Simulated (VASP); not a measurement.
CdF2, 3 atoms in the cell. Symmetry: I4/mmm, No. 139, tetragonal system. The conventional cell has a = 3.794 Å, b = 3.794 Å, c = 5.512 Å, α = 90.00°, β = 90.00°, γ = 90.00°. Within 3.1 Å of Cd (site symmetry 4/mmm) lie 8 F at 2.34 Å. F (site symmetry -4m2) has 4 Cd at 2.34 Å and 6 F at 2.68 to 2.76 Å within 3.1 Å.  This cell differs from its parent crystal: uniaxial x strain +2.7%.

```yaml
Program: VASP 6.6.1
Task: single point
Functional: PBE
Potentials_or_basis: VASP PAW PBE potentials, release 64 (Cd_sv_GW, F)
Cutoff: 700 eV
k_mesh: 8 × 8 × 8
Occupations: fermi-dirac, width 0.02 eV
Spin: no spin polarisation
Dipole_correction: no
Further_INCAR_settings: ALGO = Normal; EDIFF = 1e-06; NBANDS = 24
```

Potentials or basis: VASP PAW PBE potentials, release 64 (Cd_sv_GW, F).

Command:

```bash
$ cat potpaw_PBE.64/Cd_sv_GW/POTCAR potpaw_PBE.64/F/POTCAR > POTCAR
$ mpirun -np 1 vasp_std > vasp.out
```

Hardware: 1 thread of AMD EPYC 9R45 96-Core Processor (Zen 5), on a shared host.

Task: Estimate the wall time of this run.

Result: Run time: 62 s on 1 thread of AMD EPYC 9R45 96-Core Processor (Zen 5), with other jobs on the host, peak memory 0.24 GiB. Counts: scf iterations 14, k points 59.
